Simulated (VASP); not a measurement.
MgZn2O3: single point with PBEsol

MgZn2O3:

```xyz
6
Lattice="3.0526 0.0000 0.0000 -1.5263 2.6436 0.0000 0.0000 0.0000 7.4520" Properties=species:S:1:pos:R:3 pbc="T T T"
Mg    0.0000    0.0000    0.0000
Zn    0.0000    1.7624    4.9811
Zn    1.5263    0.8812    2.4710
O     0.0000    1.7624    1.1975
O     1.5263    0.8812    6.2545
O     0.0000    0.0000    3.7260
```

* Program: VASP 6.6.1
* Task: single point
* Functional: PBEsol
* Potentials or basis: VASP PAW PBE potentials, release 64 (Mg, Zn, O)
* Cutoff: 520 eV
* k mesh: 6 × 6 × 2
* Occupations: gaussian, width 0.01 eV
* Spin: no spin polarisation
* Dipole correction: no
* Further INCAR settings: ALGO = Normal; EDIFF = 1e-06; NBANDS = 31

* Pressure: -6.9 GPa
* Largest force: 0.081 eV/Å
* Band gap on the k mesh: 1.61 eV, direct

Forces in eV/Å, atoms in the order of the input:
```
Mg   0.000  0.000  0.000
Zn   0.000  0.000  0.016
Zn   0.000  0.000 -0.016
O    0.000  0.000  0.081
O    0.000  0.000 -0.081
O    0.000  0.000  0.000
```

Stress tensor (GPa, compression positive):
```
-6.79  0.00  0.00
 0.00 -6.79  0.00
 0.00  0.00 -6.97
```

Levels at points of the mesh, in eV from the valence-band top:
| k point | band 19 | band 20 | band 21 | band 22 | band 23 | band 24 | band 25 | band 26 |
| --- | --- | --- | --- | --- | --- | --- | --- | --- |
| (0.00, 0.00, 0.00) | -0.84 | -0.84 | 0.00 | 0.00 | 1.61 | 5.31 | 5.45 | 10.18 |
| (0.50, 0.00, 0.00) | -1.56 | -1.09 | -0.73 | -0.32 | 5.00 | 6.76 | 7.11 | 8.73 |
| (0.00, 0.00, 0.50) | -0.51 | -0.51 | -0.10 | -0.10 | 3.00 | 3.88 | 5.88 | 10.04 |
| (0.50, 0.00, 0.50) | -2.05 | -1.45 | -0.15 | -0.11 | 5.42 | 5.85 | 7.01 | 9.31 |

It took 14 s on 1 thread of Intel(R) Xeon(R) 6975P-C (Granite Rapids) (shared host), peak memory 0.18 GiB.

Caveat: the k points lie up to 0.42 Å⁻¹ apart; the PAW data sets were made with another functional, which shifts forces and pressure a little. As with any semilocal functional, this PBEsol gap is likely too small.
